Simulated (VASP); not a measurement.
# Cl (Cmce) in VASP: single point with LDA

Aim: the single point of Cl with LDA.

Program: VASP 6.6.1. These are calculated values, not measurements. Logs are shortened: lines on timing, memory, paths and dates and some standing lists are left out, and cuts for length are marked.

**1. The cell of the first run**

Symmetry: Cmce, No. 64, orthorhombic system. The conventional cell has a = 6.180 Å, b = 3.720 Å, c = 7.790 Å, α = 90.00°, β = 90.00°, γ = 90.00°. Within 2.7 Å of Cl (site symmetry m) lie 1 Cl at 2.04 Å.

**2. Single point, LDA**

The input, INCAR:

```
SYSTEM = Cl
ALGO = Normal
EDIFF = 1E-7
ENCUT = 520
GGA = CA
ISIF = 2
ISMEAR = 1
LASPH = .True.
LCHARG = .False.
LREAL = .False.
LWAVE = .False.
NBANDS = 22
NELM = 60
PREC = Accurate
SIGMA = 0.05
```

The input, KPOINTS:

```
k-points
0
Gamma
  6 6 3
  0 0 0
```

The input, POSCAR:

```
Cl
1.0
    3.0899788614     -1.8601628363      0.0000000000
    3.0899788614      1.8601628363      0.0000000000
    0.0000000000      0.0000000000      7.7902144192
Cl
4
Direct
    0.8623296492      0.1376703508      0.1133422279
    0.6376703508      0.3623296492      0.6133422279
    0.1376703508      0.8623296492      0.8866577721
    0.3623296492      0.6376703508      0.3866577721
```

Potentials or basis: VASP PAW LDA potentials, release 64 (Cl).

On the command line:

```sh
$ cat potpaw_LDA.64/Cl/POTCAR > POTCAR
$ mpirun -np 1 vasp_std > vasp.out
```

OUTCAR:

```text
SYSTEM = Cl
   EDIFF = 1E-7
   ENCUT = 520
   GGA = CA
   ISIF = 2
   ISMEAR = 1
   LASPH = .True.
   LREAL = .False.
   NELM = 60
   PREC = Accurate

 ion  position               nearest neighbor table
   1  0.862  0.138  0.113-   3 2.04
   2  0.638  0.362  0.613-   4 2.04
   3  0.138  0.862  0.887-   1 2.04
   4  0.362  0.638  0.387-   2 2.04

  LATTYP: Found a base centered orthorhombic cell.
 ALAT       =     3.7203256726
 B/A-ratio  =     1.6611335315
 C/A-ratio  =     2.0939603424

  Lattice vectors:

 A1 = (  -3.0899788614,  -1.8601628363,   0.0000000000)
 A2 = (   3.0899788614,  -1.8601628363,   0.0000000000)
 A3 = (   0.0000000000,   0.0000000000,   7.7902144192)

Analysis of symmetry for initial positions (statically):
=====================================================================
 Subroutine PRICEL returns:
 Original cell was already a primitive cell.

 Routine SETGRP: Setting up the symmetry group for a
 base centered orthorhombic supercell.

 Subroutine GETGRP returns: Found  8 space group operations
 (whereof  4 operations were pure point group operations)
 out of a pool of  8 trial point group operations.

The static configuration has the point symmetry C_2h.
 The point group associated with its full space group is D_2h.

Analysis of symmetry for dynamics (positions and initial velocities):
=====================================================================
 Subroutine PRICEL returns:
 Original cell was already a primitive cell.

 Routine SETGRP: Setting up the symmetry group for a
 base centered orthorhombic supercell.

 Subroutine GETGRP returns: Found  8 space group operations
 (whereof  4 operations were pure point group operations)
 out of a pool of  8 trial point group operations.

The dynamic configuration has the point symmetry C_2h.
 The point group associated with its full space group is D_2h.

 Subroutine INISYM returns: Found  8 space group operations
 (whereof  4 operations are pure point group operations),
 and found     1 'primitive' translations

----------------------------------------------------------------------------------------

                                     Primitive cell

  volume of cell :      89.5542

  direct lattice vectors                    reciprocal lattice vectors
[... 88 lines left out ...]
   LASPH  =      T    aspherical Exc in radial PAW
   ENCUT  =  520.0 eV  38.22 Ry    6.18 a.u.   6.71  6.71 14.48*2*pi/ulx,y,z
   NELM   =     60;   NELMIN=  2; NELMDL= -5     # of ELM steps
   EDIFF  = 0.1E-06   stopping-criterion for ELM
   LREAL  =      F    real-space projection
   EDIFFG = 0.1E-05   stopping-criterion for IOM
   NSW    =      0    number of steps for IOM
   IBRION =     -1    ionic relax: 0-MD 1-quasi-New 2-CG
   NFREE  =      0    steps in history (QN), initial steepest desc. (CG)
   ISIF   =      2    stress and relaxation
   ISYM   =      2    0-nonsym 1-usesym 2-fastsym
   POTIM  = 0.5000    time-step for ionic-motion
   TEBEG  =    0.0;   TEEND  =   0.0 temperature during run
   PSTRESS=    0.0 pullay stress
   NELECT =      28.0000    total number of electrons
   NUPDOWN=      -1.0000    fix difference up-down
   EMIN   =  10.00;   EMAX   =-10.00  energy-range for DOS
   EFERMI =   0.00;   METHOD = LEGACY
   ISMEAR =     1;   SIGMA  =   0.05  broadening in eV -4-tet -1-fermi 0-gaus
   EFERMI_NEDOS =   21; number of points for ismear=-14 and -15
   IALGO  =     38    algorithm
   IMIX   =      4    mixing-type and parameters
     AMIX     =   0.40;   BMIX     =  1.00
     AMIX_MAG =   1.60;   BMIX_MAG =  1.00
  volume/ion in A,a.u.               =      22.39       151.09
  Fermi-wavevector in a.u.,A,eV,Ry     =   1.111132  2.099735 16.797939  1.234614
  Thomas-Fermi vector in A             =   2.247691
   LORBIT       =      0    0 simple, 1 ext, 2 COOP (PROOUT), +10 PAW based schemes
   GGA     = CA    functional components
   LHFCALC =     F    Hartree Fock is set to
   AEXX    =    0.0000 exact exchange contribution
   IVDW    =     0    specifies the selected vdW correction
   LEPSILON=     F    determine dielectric tensor
   LRPA    =     F    only Hartree local field effects (RPA)
 non-spin polarized calculation
 Methfessel and Paxton  Order N= 1 SIGMA  =   0.05
  energy-cutoff  :      520.00
  volume of cell :       89.55
 maximum number of plane-waves:      2441
   NGX = 13   NGY = 13   NGZ = 29

 number of electron      27.9999998 magnetization

 Free energy of the ion-electron system (eV)
  ---------------------------------------------------
  ext. energy  EPLUGINS =         0.00000000
  ---------------------------------------------------
  free energy    TOTEN  =        -9.13284553 eV

  energy without entropy =       -9.13287811  energy(sigma->0) =       -9.13285639

 E-fermi :   1.6390     XC(G=0):  -9.5013

 val. band max:        1.5976460379   @ k =   0.0000   0.0000   0.0000
 cond. band min:       3.5038971631   @ k =   0.5000   0.5000   0.0000
 fundamental gap:      1.9062511252
 Fermi energy:         1.6389888656

 k-point     1 :       0.0000    0.0000    0.0000
  band No.  band energies     occupation
      1     -15.6395      2.00000
      2     -14.9732      2.00000
      3     -12.1530      2.00000
      4     -10.4257      2.00000
      5      -4.8087      2.00000
      6      -2.6505      2.00000
[... 589 lines left out ...]
     21      11.9344      0.00000
     22      12.6382      0.00000

 [... further k-points ...]

------------------------ aborting loop because EDIFF is reached ----------------------------------------

  FORCE on cell =-STRESS in cart. coord.  units (eV):
  Direction    XX          YY          ZZ          XY          YZ          ZX
  --------------------------------------------------------------------------------------
  -------------------------------------------------------------------------------------
  Total       -0.0466113     -0.1286119     -0.3145519      0.0000000      0.0000000      0.0000000
  in kB       -0.8339044     -2.3009429     -5.6275197      0.0000000      0.0000000      0.0000000
  external PRESSURE =      -2.9207890 kB  Pullay stress =       0.0000000 kB

 VOLUME and BASIS-vectors are now :
 -----------------------------------------------------------------------------
  energy-cutoff  :      520.00
  volume of cell :       89.55
      direct lattice vectors                 reciprocal lattice vectors
     3.089978861 -1.860162836  0.000000000     0.161813405 -0.268793672  0.000000000
     3.089978861  1.860162836  0.000000000     0.161813405  0.268793672  0.000000000
     0.000000000  0.000000000  7.790214419     0.000000000  0.000000000  0.128366171

 POSITION                                       TOTAL-FORCE (eV/Angst)
 -----------------------------------------------------------------------------------
      3.08998     -1.34798      0.88296         0.000000     -0.054186     -0.094158
      3.08998     -0.51218      4.77807         0.000000      0.054186     -0.094158
      3.08998      1.34798      6.90725         0.000000      0.054186      0.094158
      3.08998      0.51218      3.01215         0.000000     -0.054186      0.094158
 -----------------------------------------------------------------------------------
    total drift:                               -0.000000     -0.000000     -0.000000

  FREE ENERGIE OF THE ION-ELECTRON SYSTEM (eV)
  ---------------------------------------------------
  free  energy   TOTEN  =        -9.1328455334 eV

  energy  without entropy=       -9.1328781095  energy(sigma->0) =       -9.13285639
```

OSZICAR:

```text
N       E                     dE             d eps       ncg     rms          rms(c)
DAV:   1     0.167969191471E+03    0.16797E+03   -0.12820E+04  1144   0.111E+03
DAV:   2     0.118644065181E+01   -0.16678E+03   -0.16020E+03  1586   0.206E+02
DAV:   3    -0.946180974795E+01   -0.10648E+02   -0.10606E+02  1462   0.579E+01
DAV:   4    -0.958838211910E+01   -0.12657E+00   -0.12651E+00  1444   0.767E+00
DAV:   5    -0.959061948373E+01   -0.22374E-02   -0.22372E-02  1494   0.100E+00    0.175E+01
DAV:   6    -0.925447597634E+01    0.33614E+00   -0.21235E-01  1438   0.260E+00    0.113E+01
DAV:   7    -0.914438581789E+01    0.11009E+00   -0.48185E-01  1440   0.375E+00    0.834E-01
DAV:   8    -0.913276084913E+01    0.11625E-01   -0.63700E-02  1354   0.152E+00    0.393E-01
DAV:   9    -0.913283961241E+01   -0.78763E-04   -0.18407E-03  1438   0.264E-01    0.131E-01
DAV:  10    -0.913284904999E+01   -0.94376E-05   -0.94221E-05  1538   0.558E-02    0.361E-02
DAV:  11    -0.913284626264E+01    0.27874E-05   -0.22741E-05  1432   0.279E-02    0.137E-02
DAV:  12    -0.913284567945E+01    0.58319E-06   -0.31461E-06  1372   0.112E-02    0.574E-03
DAV:  13    -0.913284554456E+01    0.13488E-06   -0.47475E-07  1432   0.415E-03    0.299E-03
DAV:  14    -0.913284553343E+01    0.11133E-07   -0.11169E-07   890   0.199E-03
   1 F= -.91328455E+01 E0= -.91328564E+01  d E =0.325761E-04
```

Run time: 18 s. Hardware: 1 thread of Intel Xeon 6975P-C (Granite Rapids), shared host; peak memory 0.17 GiB.

Results:

```yaml
Free_energy: -9.1328 eV
Pressure: -0.3 GPa
Largest_force: 0.109 eV/Å
Band_gap_on_the_k_mesh: 1.91 eV, indirect (least direct gap 1.92 eV)
```

Forces in eV/Å, atoms in the order of the input:
```
Cl   0.000 -0.054 -0.094
Cl   0.000  0.054 -0.094
Cl   0.000  0.054  0.094
Cl   0.000 -0.054  0.094
```

Stress tensor (GPa, compression positive):
```
-0.08  0.00  0.00
 0.00 -0.23  0.00
 0.00  0.00 -0.56
```
